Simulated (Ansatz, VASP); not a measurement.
This is a calculation of LuMnIn for Ansatz 0.2.0.

File input.yaml:

```yaml
crystal:
  lattice:
    - [4.7365597518, 0.0, 0.0]
    - [-2.3682798759, 4.1019810716, 0.0]
    - [0.0, 0.0, 3.400741]
  atoms:
    - { symbol: Lu, position: [0.0, 0.0, 0.0] }
    - { symbol: In, position: [0.6666666667, 0.3333333333, 0.5] }
    - { symbol: Mn, position: [0.3333333333, 0.6666666667, 0.5], spin: 4.56 }
hamiltonian:
  xc: pbe
  pseudopotentials: { kind: paw }
magnetization:
  spin_polarized: true
kpoints:
  mp_grid: { grid: [7, 7, 8] }
scf:
  occupations: { method: fermi_dirac, width: 0.05 }
output:
  forces: true
  stress: true
  eigenvalues: true
```

Potentials or basis: Ansatz PAW.

The run is started by

```console
$ ansatz run input.yaml --threads 2 --pin off --max-ram 5632MiB --backend cpu --events-out ev --progress --plain --runs-dir out
```

Q: Set up the same calculation for VASP 6.6.1. Potentials there: VASP PAW PBE potentials, release 64 (Lu, In_d, Mn_pv).

A: As run (the cutoff follows the program's own potentials):

Contents of INCAR:

```
SYSTEM = LuMnIn
  PREC = Accurate
  ENCUT = 520
  EDIFF = 1E-7
  ISMEAR = -1
  SIGMA = 0.05
  LREAL = .False.
  LASPH = .True.
  NELM = 150
  ALGO = Normal
  ISIF = 2
  LWAVE = .False.
  LCHARG = .False.
  ISPIN = 2
  MAGMOM = 0 0 4.56
  LORBIT = 11
  LMAXMIX = 4
  GGA = PE
  NBANDS = 36
```

KPOINTS

```
regular mesh
0
Gamma
  7 7 8
  0 0 0
```

Contents of POSCAR:

```
LuMnIn
1.0
    4.7365597518      0.0000000000      0.0000000000
   -2.3682798759      4.1019810716      0.0000000000
    0.0000000000      0.0000000000      3.4007410000
Lu In Mn
1 1 1
Direct
    0.0000000000      0.0000000000      0.0000000000
    0.6666666667      0.3333333333      0.5000000000
    0.3333333333      0.6666666667      0.5000000000
```

Potentials or basis: VASP PAW PBE potentials, release 64 (Lu, In_d, Mn_pv).

Launch:

```console
$ cat potpaw_PBE.64/Lu/POTCAR potpaw_PBE.64/In_d/POTCAR potpaw_PBE.64/Mn_pv/POTCAR > POTCAR
$ mpirun -np 1 vasp_std > vasp.out
```

Both were run:

|  | VASP | Ansatz | Ansatz less VASP |
| --- | --- | --- | --- |
| gap on the k mesh at the Fermi level (eV) | none | none | - |
| pressure (GPa) | 0.0 | -0.1 | -0.15 |
| net moment per atom (μB) | 1.17 | 1.17 | +0.001 |
| size of the moment on the site where the two differ most (μB) | 0.04 | 0.02 | -0.016 |

Site moments also hang on the region over which each program counts them. A gap of «none» marks a metal or a gap that the smearing closes. The functional is the same, so the differences come from potentials, cutoffs and numerics. VASP's potentials hold 51 valence electrons a cell and Ansatz's 53, so a difference there can come from the potentials and not from the codes.

Neither program's run includes spin-orbit coupling.
